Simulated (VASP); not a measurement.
# TiAl (P-6m2) in VASP: notebook, part 2 of 2

VASP 6.6.1.

## 3. Single point, PBEsol, collinear spin (17.52 Å³/atom)

This run uses another cell than the first one, of 17.52 Å³/atom.

INCAR reads:

```
SYSTEM = TiAl
PREC = Accurate
ENCUT = 520
EDIFF = 1E-6
ISMEAR = 0
SIGMA = 0.15
LREAL = .False.
LASPH = .True.
NELM = 150
ALGO = Fast
ISIF = 2
LWAVE = .False.
LCHARG = .False.
ISPIN = 2
MAGMOM = 0.625 0
LORBIT = 11
NUPDOWN = 0.625
LMAXMIX = 4
GGA = PS
NBANDS = 18
```

KPOINTS reads:

```
Automatic mesh
0
Gamma
  21 21 12
  0 0 0
```

POSCAR reads:

```
TiAl
1.0
    2.9215484151      0.0000000000      0.0000000000
   -1.4607742075      2.5301351459      0.0000000000
    0.0000000000      0.0000000000      4.7392337000
Ti Al
1 1
Direct
    0.0000000000      0.0000000000      0.0000000000
    0.3333333333      0.6666666667      0.5000000000
```

Potentials or basis: VASP PAW PBE potentials, release 64 (Ti_sv, Al).

On the command line:

```sh
> cat potpaw_PBE.64/Ti_sv/POTCAR potpaw_PBE.64/Al/POTCAR > POTCAR
> mpirun -np 1 vasp_std > vasp.out
```

OUTCAR:

```text
SYSTEM = TiAl
   PREC = Accurate
   ENCUT = 520
   EDIFF = 1E-6
   ISMEAR = 0
   LREAL = .False.
   LASPH = .True.
   NELM = 150
   ISIF = 2
   ISPIN = 2
   LORBIT = 11
   NUPDOWN = 0.625
   GGA = PS

 ion  position               nearest neighbor table
   1  0.000  0.000  0.000-   2 2.91   2 2.91   2 2.91   2 2.91   2 2.91   2 2.91
   2  0.333  0.667  0.500-   1 2.91   1 2.91   1 2.91   1 2.91   1 2.91   1 2.91

  LATTYP: Found a hexagonal cell.
 ALAT       =     2.9215484151
 C/A-ratio  =     1.6221650394

  Lattice vectors:

 A1 = (   2.9215484151,   0.0000000000,   0.0000000000)
 A2 = (  -1.4607742075,   2.5301351459,   0.0000000000)
 A3 = (   0.0000000000,   0.0000000000,   4.7392337000)

Analysis of symmetry for initial positions (statically):
=====================================================================
 Subroutine PRICEL returns:
 Original cell was already a primitive cell.

 Routine SETGRP: Setting up the symmetry group for a
 hexagonal supercell.

 Subroutine GETGRP returns: Found 12 space group operations
 (whereof 12 operations were pure point group operations)
 out of a pool of 24 trial point group operations.

The static configuration has the point symmetry D_3h.

Analysis of symmetry for dynamics (positions and initial velocities):
=====================================================================
 Subroutine PRICEL returns:
 Original cell was already a primitive cell.

 Routine SETGRP: Setting up the symmetry group for a
 hexagonal supercell.

 Subroutine GETGRP returns: Found 12 space group operations
 (whereof 12 operations were pure point group operations)
 out of a pool of 24 trial point group operations.

The dynamic configuration has the point symmetry D_3h.

Analysis of structural, dynamic, and magnetic symmetry:
=====================================================================
 Subroutine PRICEL returns:
 Original cell was already a primitive cell.

 Routine SETGRP: Setting up the symmetry group for a
 hexagonal supercell.

 Subroutine GETGRP returns: Found 12 space group operations
 (whereof 12 operations were pure point group operations)
 out of a pool of 24 trial point group operations.

The overall configuration has the point symmetry D_3h.

 Subroutine INISYM returns: Found 12 space group operations
 (whereof 12 operations are pure point group operations),
 and found     1 'primitive' translations

----------------------------------------------------------------------------------------

                                     Primitive cell

  volume of cell :      35.0320

  direct lattice vectors                    reciprocal lattice vectors
     2.921548415  0.000000000  0.000000000     0.342284247  0.197617902  0.000000000
    -1.460774208  2.530135146  0.000000000     0.000000000  0.395235805  0.000000000
     0.000000000  0.000000000  4.739233700     0.000000000  0.000000000  0.211004577

  length of vectors
     2.921548415  2.921548415  4.739233700     0.395235805  0.395235805  0.211004577

  position of ions in fractional coordinates (direct lattice)
     0.000000000  0.000000000  0.000000000
     0.333333333  0.666666667  0.500000000

  ion indices of the primitive-cell ions
   primitive index   ion index
                 1           1
                 2           2

----------------------------------------------------------------------------------------

[... 66 lines left out ...]
   LASPH  =      T    aspherical Exc in radial PAW
   ENCUT  =  520.0 eV  38.22 Ry    6.18 a.u.   5.43  5.43  8.81*2*pi/ulx,y,z
   NELM   =    150;   NELMIN=  2; NELMDL= -5     # of ELM steps
   EDIFF  = 0.1E-05   stopping-criterion for ELM
   LREAL  =      F    real-space projection
   EDIFFG = 0.1E-04   stopping-criterion for IOM
   NSW    =      0    number of steps for IOM
   IBRION =     -1    ionic relax: 0-MD 1-quasi-New 2-CG
   NFREE  =      0    steps in history (QN), initial steepest desc. (CG)
   ISIF   =      2    stress and relaxation
   ISYM   =      2    0-nonsym 1-usesym 2-fastsym
   POTIM  = 0.5000    time-step for ionic-motion
   TEBEG  =    0.0;   TEEND  =   0.0 temperature during run
   PSTRESS=    0.0 pullay stress
   NELECT =      15.0000    total number of electrons
   NUPDOWN=       0.6250    fix difference up-down
   EMIN   =  10.00;   EMAX   =-10.00  energy-range for DOS
   EFERMI =   0.00;   METHOD = LEGACY
   ISMEAR =     0;   SIGMA  =   0.15  broadening in eV -4-tet -1-fermi 0-gaus
   EFERMI_NEDOS =   21; number of points for ismear=-14 and -15
   IALGO  =     68    algorithm
   IMIX   =      4    mixing-type and parameters
     AMIX     =   0.40;   BMIX     =  1.00
     AMIX_MAG =   1.60;   BMIX_MAG =  1.00
  volume/ion in A,a.u.               =      17.52       118.20
  Fermi-wavevector in a.u.,A,eV,Ry     =   1.233910  2.331752 20.715343  1.522535
  Thomas-Fermi vector in A             =   2.368622
   LORBIT       =     11    0 simple, 1 ext, 2 COOP (PROOUT), +10 PAW based schemes
   GGA     = PS    functional components
   LHFCALC =     F    Hartree Fock is set to
   AEXX    =    0.0000 exact exchange contribution
   IVDW    =     0    specifies the selected vdW correction
   LEPSILON=     F    determine dielectric tensor
   LRPA    =     F    only Hartree local field effects (RPA)
 spin polarized calculation
 RMM-DIIS sequential band-by-band and
 Gauss-broadening in eV      SIGMA  =   0.15
  energy-cutoff  :      520.00
  volume of cell :       35.03
 maximum number of plane-waves:       968
 NGX is ok and might be reduce to    24
   NGX = 11   NGY = 11   NGZ = 17

 number of electron      14.9999996 magnetization       0.6250000

 Free energy of the ion-electron system (eV)
  ---------------------------------------------------
  ext. energy  EPLUGINS =         0.00000000
  ---------------------------------------------------
  free energy    TOTEN  =       -12.86788005 eV

  energy without entropy =      -12.84505403  energy(sigma->0) =      -12.85646704

 E-fermi :   7.2645     XC(G=0): -10.8129

 val. band max:        7.4057474412   @ k =   0.2857   0.0476   0.5000
 cond. band min:       7.2656649967   @ k =   0.2381   0.1429   0.3333
 fundamental gap:     -0.1400824445
 Fermi energy:         7.4097217761

 spin component 1

 k-point     1 :       0.0000    0.0000    0.0000
  band No.  band energies     occupation
      1     -49.2879      1.00000
      2     -25.6831      1.00000
      3     -25.3431      1.00000
      4     -25.3431      1.00000
      5      -1.4654      1.00000
      6       4.8237      1.00000
[... 493 lines left out ...]
     17      21.8712      0.00000
     18      22.7886      0.00000

 [... further k-points ...]

 spin component 2

 k-point     1 :       0.0000    0.0000    0.0000
  band No.  band energies     occupation
      1     -48.9522      1.00000
      2     -25.3858      1.00000
      3     -24.9861      1.00000
      4     -24.9861      1.00000
      5      -1.3234      1.00000
      6       5.2916      1.00000
[... 493 lines left out ...]
     17      22.0516      0.00000
     18      23.0836      0.00000

 [... further k-points ...]

------------------------ aborting loop because EDIFF is reached ----------------------------------------

  FORCE on cell =-STRESS in cart. coord.  units (eV):
  Direction    XX          YY          ZZ          XY          YZ          ZX
  --------------------------------------------------------------------------------------
  -------------------------------------------------------------------------------------
  Total       -1.3717174     -1.3717174     -1.9732108     -0.0000000     -0.0000000      0.0000000
  in kB      -62.7350583    -62.7350583    -90.2441679     -0.0000000     -0.0000000      0.0000000
  external PRESSURE =     -71.9047615 kB  Pullay stress =       0.0000000 kB

 VOLUME and BASIS-vectors are now :
 -----------------------------------------------------------------------------
  energy-cutoff  :      520.00
  volume of cell :       35.03
      direct lattice vectors                 reciprocal lattice vectors
     2.921548415  0.000000000  0.000000000     0.342284247  0.197617902  0.000000000
    -1.460774208  2.530135146  0.000000000     0.000000000  0.395235805  0.000000000
     0.000000000  0.000000000  4.739233700     0.000000000  0.000000000  0.211004577

 POSITION                                       TOTAL-FORCE (eV/Angst)
 -----------------------------------------------------------------------------------
      0.00000      0.00000      0.00000        -0.000000      0.000000      0.000000
     -0.00000      1.68676      2.36962         0.000000     -0.000000      0.000000
 -----------------------------------------------------------------------------------
    total drift:                                0.000000     -0.000000      0.000000

  FREE ENERGIE OF THE ION-ELECTRON SYSTEM (eV)
  ---------------------------------------------------
  free  energy   TOTEN  =       -12.8678800544 eV

  energy  without entropy=      -12.8450540284  energy(sigma->0) =      -12.85646704

 total charge

# of ion       s       p       d       tot
------------------------------------------
    1        2.210   6.120   1.872  10.202
    2        0.425   0.357   0.000   0.782
--------------------------------------------------
tot          2.635   6.477   1.872  10.984

 magnetization (x)

# of ion       s       p       d       tot
------------------------------------------
    1        0.006   0.032   0.345   0.383
    2       -0.001   0.008   0.000   0.008
--------------------------------------------------
tot          0.005   0.040   0.345   0.391
```

Run time: 13 min. Hardware: 1 thread of Intel Xeon 8259CL, shared host; peak memory 0.42 GiB.

Results:

| Property | Result |
| --- | --- |
| Free energy | -12.8679 eV |
| Pressure | -7.2 GPa |
| Net moment | 0.62 μB per cell |
| Site moments | Ti +0.38; Al +0.01 μB |
| Valence electrons inside the program's atomic spheres | Ti 10.20; Al 0.78 |

Caveat: the cell stands under tension; the PAW data sets were made with another functional, which shifts forces and pressure a little; the total moment is fixed, so each spin has its own Fermi level.

## 4. Single point, PBEsol, collinear spin (16.22 Å³/atom)

This run uses another cell than the first one, of 16.22 Å³/atom.

INCAR reads:

```
SYSTEM = TiAl
PREC = Accurate ; ENCUT = 520
EDIFF = 1E-6 ; ISMEAR = 0
SIGMA = 0.15 ; LREAL = .False.
LASPH = .True. ; NELM = 150
ALGO = Normal ; ISIF = 2
LWAVE = .False. ; LCHARG = .True.
ISPIN = 2 ; MAGMOM = 1 0
LORBIT = 11 ; NUPDOWN = 1.0
LMAXMIX = 4 ; GGA = PS
LELF = .True. ; LVHAR = .True.
NBANDS = 18
```

KPOINTS is that of step 3.

POSCAR reads:

```
TiAl
1.0
    2.8475477342      0.0000000000      0.0000000000
   -1.4237738671      2.4660486763      0.0000000000
    0.0000000000      0.0000000000      4.6191923826
Ti Al
1 1
Direct
    0.0000000000      0.0000000000      0.0000000000
    0.3333333333      0.6666666667      0.5000000000
```

On the command line:

```sh
> cat potpaw_PBE.64/Ti_sv/POTCAR potpaw_PBE.64/Al/POTCAR > POTCAR
> mpirun -np 1 vasp_std > vasp.out
```

It took 5.5 min on 1 thread of Intel Xeon Platinum 8488C (Sapphire Rapids), shared host; peak memory 0.39 GiB.

It converged, with:

- Free energy: -12.8684 eV
- Pressure: 0.9 GPa
- Net moment: 1.00 μB per cell
- Site moments: Ti +0.62; Al +0.02 μB
- Valence electrons inside the program's atomic spheres: Ti 10.30; Al 0.81

Stress tensor (GPa, compression positive):
```
 2.11  0.00  0.00
 0.00  2.11  0.00
 0.00  0.00 -1.60
```

Caveat: the PAW data sets were made with another functional, which shifts forces and pressure a little; the total moment is fixed, so each spin has its own Fermi level.

## 5. Overview

```tsv
fixed moment (μB)	cell	pressure (GPa)	moment (μB)
0.875	a = 2.769, b = 2.769, c = 4.493 Å, angles 90.0, 90.0, 120.0°, 2 atoms	11.7	0.88
0.625	a = 2.922, b = 2.922, c = 4.739 Å, angles 90.0, 90.0, 120.0°, 2 atoms	-7.2	0.62
1.0	a = 2.848, b = 2.848, c = 4.619 Å, angles 90.0, 90.0, 120.0°, 2 atoms	0.9	1.00
```

Alike in all rows: task single point; level PBEsol; potentials or basis VASP PAW PBE potentials, release 64 (Ti_sv, Al); spin collinear; k mesh 21 × 21 × 12; cutoff (eV) 520; smearing gaussian 0.15 eV.

Caveats: the PAW data sets were made with another functional, which shifts forces and pressure a little; the total moment is fixed, so each spin has its own Fermi level; the cell stands under pressure (at least some runs); the cell stands under tension (at least some runs).

Total energies depend on the potentials used, so only differences within one code and one set of settings carry meaning.
